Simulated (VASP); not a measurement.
A run of VASP 6.6.1:

File INCAR:

```
PREC = Accurate ; ENCUT = 500
EDIFF = 1E-7 ; ISMEAR = 0
SIGMA = 0.05 ; LREAL = F
LASPH = T ; NELM = 120
ALGO = Normal ; ISIF = 4
LWAVE = F ; LCHARG = F
GGA = PE ; IVDW = 12
IBRION = 2 ; NSW = 60
EDIFFG = -0.01 ; GGA_COMPAT = F
NELMIN = 4
```

The input KPOINTS:

```
regular mesh
0
Gamma
  10 10 8
```

POSCAR

```
Te2Pt
1.0
    4.0100000000      0.0000000000      0.0000000000
   -2.0050000000      3.4727618692      0.0000000000
    0.0000000000      0.0000000000      5.2010000000
Te Pt
2 1
Direct
    0.3333333333      0.6666666667      0.2500000000
    0.6666666667      0.3333333333      0.7500000000
    0.0000000000      0.0000000000      0.0000000000
```

Potentials or basis: VASP PAW PBE potentials, release 64 (Te, Pt).

Command:

```bash
$ cat potpaw_PBE.64/Te/POTCAR potpaw_PBE.64/Pt/POTCAR > POTCAR
$ mpirun -np 1 vasp_std > vasp.out
```

Hardware: 1 thread of Intel(R) Xeon(R) 6975P-C (Granite Rapids), with other jobs on the host.

Question: Estimate the wall time of this run.

Answer: Run time: 6 min on 1 thread of Intel(R) Xeon(R) 6975P-C (Granite Rapids) (shared host), peak memory 0.27 GiB. Counts: scf iterations 52, k points 94, ion steps 6.
